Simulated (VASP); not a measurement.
Here is a VASP 6.6.1 calculation.

The input INCAR:

```
SYSTEM = AgCl
ALGO = Normal ; EDIFF = 1E-6
ENCUT = 500 ; GGA = RP
GGA_COMPAT = .False. ; ISIF = 2
ISMEAR = -1 ; LASPH = .True.
LCHARG = .True. ; LELF = .True.
LREAL = .False. ; LVHAR = .True.
LWAVE = .False. ; NBANDS = 16
NELM = 120 ; PREC = Accurate
SIGMA = 0.27211386245988
```

Contents of KPOINTS:

```
k-points
0
Gamma
  2 2 2
  0 0 0
```

Contents of POSCAR:

```
AgCl
1.0
    3.4447091244      0.0018649254      0.0259937372
    0.0018649254      3.4554666513     -0.0360752416
    0.0259937372     -0.0360752416      3.4658853253
Ag Cl
1 1
Direct
    0.0000000000      0.0000000000      0.0000000000
    0.5000000000      0.5000000000      0.5000000000
```

Potentials or basis: VASP PAW PBE potentials, release 64 (Ag, Cl).

Command:

```console
$ cat potpaw_PBE.64/Ag/POTCAR potpaw_PBE.64/Cl/POTCAR > POTCAR
$ mpirun -np 1 vasp_std > vasp.out
```

Problem. Predict the band gap on the k mesh.

Solution. 0.55 eV (least direct gap 1.88 eV).

Problem. What does it give for the pressure?

Solution. 9.1 GPa.

Stress tensor (GPa, compression positive):
```
 9.27  0.03  0.28
 0.03  9.07 -0.38
 0.28 -0.38  8.87
```

Caveat: the k points lie up to 0.91 Å⁻¹ apart, too coarse for converged energies, forces and pressures; so wide a smearing shifts energies and pressures; semilocal functionals underestimate gaps, and a narrow one can read as zero; the PAW data sets were made with another functional, which shifts forces and pressure a little. A k mesh can miss the band edges.
